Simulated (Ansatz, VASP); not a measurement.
Ag in VASP and in Ansatz

```xyz
1
Lattice="0.0000 2.0533 2.0431 2.0431 0.0000 2.0431 2.0431 2.0533 0.0000" Properties=species:S:1:pos:R:3 pbc="T T T"
Ag    0.0000    0.0000    0.0000
```

Change from the starting cell: strain +0.0050 x Voigt [0, 1, 0, 0, 0, 0], atoms carried along.

Alike in both runs: task single point; functional r2SCAN; k mesh 20 × 20 × 20; occupations gaussian, width 0.15 eV; no spin polarisation.

|  | VASP | Ansatz |
| --- | --- | --- |
| version | VASP 6.6.1 | Ansatz 0.2.0 |
| potentials or method | VASP PAW PBE potentials, release 64 (Ag), cutoff 520 eV | scalar-relativistic, plane waves, PAW |
| valence electrons in the cell | 11 | 19 |

VASP gave:

```
gap on the k mesh at the Fermi level (eV)                     : none
pressure (GPa)                                                : 1.0
traceless stress, the component that is largest in VASP (GPa) : -0.13
```

Q: Estimate Ansatz's values.

A: gap on the k mesh at the Fermi level (eV): none; pressure (GPa): 0.9; traceless stress, the component that is largest in VASP (GPa): -0.12.

VASP's potentials were made for PBE, not for r2SCAN. A gap of «none» marks a metal or a gap that the smearing closes. With one functional, cell and mesh, what is left measures potentials, basis and numerics. VASP's potentials hold 11 valence electrons a cell and Ansatz's 19, so a difference there can come from the potentials and not from the codes.
